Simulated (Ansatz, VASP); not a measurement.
# One calculation of ScH5, two programs

INCAR

```
SYSTEM = ScH5
PREC = Accurate
ENCUT = 600
EDIFF = 1E-7
ISMEAR = 0
SIGMA = 0.02
LREAL = .FALSE.
LASPH = .TRUE.
NELM = 100
ALGO = Normal
ISIF = 3
LWAVE = .FALSE.
LCHARG = .FALSE.
GGA = PE
IBRION = 2
NSW = 100
EDIFFG = -0.01
```

Contents of KPOINTS:

```
regular mesh
0
G
  8 8 8
  0 0 0
```

File POSCAR:

```
ScH5
1.0
    3.6277928818      0.0000000000      0.0000000000
    0.0000000000      3.6277928818      0.0000000000
    0.0000000000      0.0000000000      3.6277928818
Sc H
1 5
Direct
    0.5000000000      0.5000000000      0.5000000000
    0.1988491062      0.1988491062      0.1988491062
    0.8011508938      0.8011508938      0.1988491062
    0.8011508938      0.1988491062      0.8011508938
    0.1988491062      0.8011508938      0.8011508938
    0.0000000000      0.0000000000      0.0000000000
```

Input for Ansatz:

```yaml
crystal:
  lattice:
    - [3.6277928818, 0.0, 0.0]
    - [0.0, 3.6277928818, 0.0]
    - [0.0, 0.0, 3.6277928818]
  atoms:
    - { symbol: Sc, position: [0.5, 0.5, 0.5] }
    - { symbol: H, position: [0.1988491062, 0.1988491062, 0.1988491062] }
    - { symbol: H, position: [0.8011508938, 0.8011508938, 0.1988491062] }
    - { symbol: H, position: [0.8011508938, 0.1988491062, 0.8011508938] }
    - { symbol: H, position: [0.1988491062, 0.8011508938, 0.8011508938] }
    - { symbol: H, position: [0.0, 0.0, 0.0] }
basis:
  ecutwfc: 420
kpoints:
  mp_grid: { grid: [8, 8, 8] }
hamiltonian:
  xc: pbe
scf:
  occupations: { method: gaussian, width: 0.02 }
output:
  forces: true
  stress: true
  eigenvalues: true
  write_density: true
  write_potential: true
  elf: true
  volumetric_format: npy
relax:
  adjacent_minimum: "off"
  f_tol: 0.01
  max_steps: 80
  cell: { stress_tol: 0.05 }
```

Alike in both runs: task relaxation of cell and atoms; functional PBE; k mesh 8 × 8 × 8; occupations gaussian, width 0.02 eV; no spin polarisation.

|  | VASP | Ansatz |
| --- | --- | --- |
| version | VASP 6.6.1 | Ansatz 0.2.0 |
| potentials or method | VASP PAW PBE potentials, release 64 (Sc_sv, H), cutoff 600 eV | scalar-relativistic, plane waves, PAW |
| valence electrons in the cell | 16 | 16 |

|  | VASP | Ansatz | Ansatz less VASP |
| --- | --- | --- | --- |
| gap on the k mesh at the Fermi level, each at its own relaxed structure (eV) | 1.14 | 1.14 | +0.004 |
| relaxed volume (Å³/atom) | 7.97 | 7.95 | -0.020 |
| relaxed cell length with the largest relative difference (Å) | 3.630 | 3.627 | -0.0031 |
